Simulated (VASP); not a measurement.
# PbO (F-43m) in VASP: a series of runs, part 2 of 2

VASP 6.6.1. Earlier steps stand in the parts before.

## (4) Single point, r2SCAN

Contents of POSCAR:

```
PbO
1.0
    0.0000000000      2.7987768025      2.7987768025
    2.7987768025      0.0000000000      2.7987768025
    2.7987768025      2.7987768025      0.0000000000
Pb O
1 1
Direct
    0.0000000000      0.0000000000      0.0000000000
    0.2500000000      0.2500000000      0.2500000000
```

Contents of INCAR.step1:

```
SYSTEM = PbO
PREC = Accurate
ENCUT = 520
ISMEAR = 0
SIGMA = 0.01
LREAL = .FALSE.
LASPH = .TRUE.
NELM = 80
NBANDS = 17
GGA = PE
ALGO = Normal
EDIFF = 1E-4
LWAVE = .TRUE.
LCHARG = .FALSE.
```

Contents of INCAR.step2:

```
SYSTEM = PbO
PREC = Accurate
ENCUT = 520
EDIFF = 1E-7
ISMEAR = 0
SIGMA = 0.01
LREAL = .FALSE.
LASPH = .TRUE.
NELM = 80
ALGO = Normal
ISIF = 2
LWAVE = .FALSE.
LCHARG = .FALSE.
METAGGA = R2SCAN
LMIXTAU = .TRUE.
NBANDS = 17
ISTART = 1
```

Contents of KPOINTS:

```
Automatic mesh
0
G
  4 4 4
  0 0 0
```

Potentials or basis: VASP PAW PBE potentials, release 64 (Pb_d, O).

Run with:

```console
> cat potpaw_PBE.64/Pb_d/POTCAR potpaw_PBE.64/O/POTCAR > POTCAR
> cp INCAR.step1 INCAR
> mpirun -np 1 vasp_std > vasp.out
> cp INCAR.step2 INCAR
> mpirun -np 1 vasp_std > vasp.out
```

OUTCAR:

```text
SYSTEM = PbO
   PREC = Accurate
   ENCUT = 520
   EDIFF = 1E-7
   ISMEAR = 0
   LREAL = .FALSE.
   LASPH = .TRUE.
   NELM = 80
   ISIF = 2
   METAGGA = R2SCAN
   ISTART = 1

 ion  position               nearest neighbor table
   1  0.000  0.000  0.000-   2 2.42   2 2.42   2 2.42   2 2.42
   2  0.250  0.250  0.250-   1 2.42   1 2.42   1 2.42   1 2.42

  LATTYP: Found a face centered cubic cell.
 ALAT       =     5.5975536050

  Lattice vectors:

 A1 = (   0.0000000000,   2.7987768025,   2.7987768025)
 A2 = (   2.7987768025,   0.0000000000,   2.7987768025)
 A3 = (   2.7987768025,   2.7987768025,   0.0000000000)

Analysis of symmetry for initial positions (statically):
=====================================================================
 Subroutine PRICEL returns:
 Original cell was already a primitive cell.

 Routine SETGRP: Setting up the symmetry group for a
 face centered cubic supercell.

 Subroutine GETGRP returns: Found 24 space group operations
 (whereof 24 operations were pure point group operations)
 out of a pool of 48 trial point group operations.

The static configuration has the point symmetry T_d .
[... 141 lines left out ...]
  free energy    TOTEN  =       -64.16732985 eV

  energy without entropy =      -64.16732985  energy(sigma->0) =      -64.16732985

 E-fermi :   4.5688     XC(G=0):  -9.9351

 val. band max:        4.5062118049   @ k =  -0.2500   0.5000   0.2500
 cond. band min:       5.1138149435   @ k =   0.5000   0.5000   0.0000
 fundamental gap:      0.6076031386
 Fermi energy:         4.5688231259

 k-point     1 :       0.0000    0.0000    0.0000
  band No.  band energies     occupation
      1     -14.2511      2.00000
      2     -12.4733      2.00000
      3     -12.4733      2.00000
      4     -12.4733      2.00000
      5     -12.3720      2.00000
      6     -12.3720      2.00000
[... 137 lines left out ...]
      4     -12.3542      2.00000
      5     -12.3320      2.00000
      6     -11.6453      2.00000
[... 9 lines left out ...]
     16      18.5282      0.00000
     17      19.4529      0.00000

------------------------ aborting loop because EDIFF is reached ----------------------------------------

  FORCE on cell =-STRESS in cart. coord.  units (eV):
  Direction    XX          YY          ZZ          XY          YZ          ZX
  --------------------------------------------------------------------------------------
  -------------------------------------------------------------------------------------
  Total        0.0870068      0.0870068      0.0870068      0.0000000      0.0000000     -0.0000000
  in kB        3.1792804      3.1792804      3.1792804      0.0000000      0.0000000     -0.0000000
  external PRESSURE =       3.1792804 kB  Pullay stress =       0.0000000 kB

 VOLUME and BASIS-vectors are now :
 -----------------------------------------------------------------------------
  energy-cutoff  :      520.00
  volume of cell :       43.85
      direct lattice vectors                 reciprocal lattice vectors
     0.000000000  2.798776802  2.798776802    -0.178649473  0.178649473  0.178649473
     2.798776802  0.000000000  2.798776802     0.178649473 -0.178649473  0.178649473
     2.798776802  2.798776802  0.000000000     0.178649473  0.178649473 -0.178649473

 POSITION                                       TOTAL-FORCE (eV/Angst)
 -----------------------------------------------------------------------------------
      0.00000      0.00000      0.00000        -0.000000      0.000000     -0.000000
      1.39939      1.39939      1.39939         0.000000     -0.000000      0.000000
 -----------------------------------------------------------------------------------
    total drift:                               -0.000000     -0.000000     -0.000000

  FREE ENERGIE OF THE ION-ELECTRON SYSTEM (eV)
  ---------------------------------------------------
  free  energy   TOTEN  =       -64.1673298495 eV

  energy  without entropy=      -64.1673298495  energy(sigma->0) =      -64.16732985
```

Run time: 24 s. Hardware: 1 thread of AMD EPYC 9R45 (Zen 5), shared host; peak memory 0.14 GiB.

What came out:

```yaml
Free_energy: -64.1673 eV
Pressure: 0.3 GPa
Band_gap_on_the_k_mesh: 0.61 eV (least direct gap 0.79 eV)
```

Levels at points of the mesh, in eV from the valence-band top:
| k point | band 6 | band 7 | band 8 | band 9 | band 10 | band 11 | band 12 | band 13 | band 14 | band 15 |
| --- | --- | --- | --- | --- | --- | --- | --- | --- | --- | --- |
| (0.00, 0.00, 0.00) | -16.88 | -6.99 | -2.41 | -2.41 | -2.41 | 5.62 | 5.62 | 5.62 | 8.44 | 12.60 |
| (0.50, 0.00, 0.00) | -16.35 | -8.06 | -2.89 | -2.89 | -2.24 | 2.60 | 5.82 | 5.82 | 9.06 | 12.43 |
| (0.50, 0.50, 0.00) | -16.24 | -8.05 | -3.67 | -3.67 | -0.19 | 0.61 | 6.25 | 6.25 | 6.62 | 11.55 |

Caveat: the k points lie up to 0.49 Å⁻¹ apart; the PAW data sets were made with another functional, which shifts forces and pressure a little; spin-orbit coupling is left out, which moves the levels of the heavy elements. A k mesh can miss the band edges.

## (5) Summary

| level | potentials or basis | gap on the mesh (eV) | pressure (GPa) |
| --- | --- | --- | --- |
| PBE | VASP PAW PBE potentials, release 64 (Pb_d, O) | 0.43 | 2.4 |
| LDA | VASP PAW LDA potentials, release 64 (Pb_d, O) | 0.33 | -3.1 |
| r2SCAN | VASP PAW PBE potentials, release 64 (Pb_d, O) | 0.61 | 0.3 |

Alike in all rows: task single point; no spin polarisation; cell as given; k mesh 4 × 4 × 4; cutoff (eV) 520; smearing gaussian 0.01 eV.

Caveats: all runs use coarse meshes; spin-orbit coupling is left out, which moves the levels of the heavy elements; the PAW data sets were made with another functional, which shifts forces and pressure a little (at least some runs).

Total energies depend on the potentials used, so only differences within one code and one set of settings carry meaning.
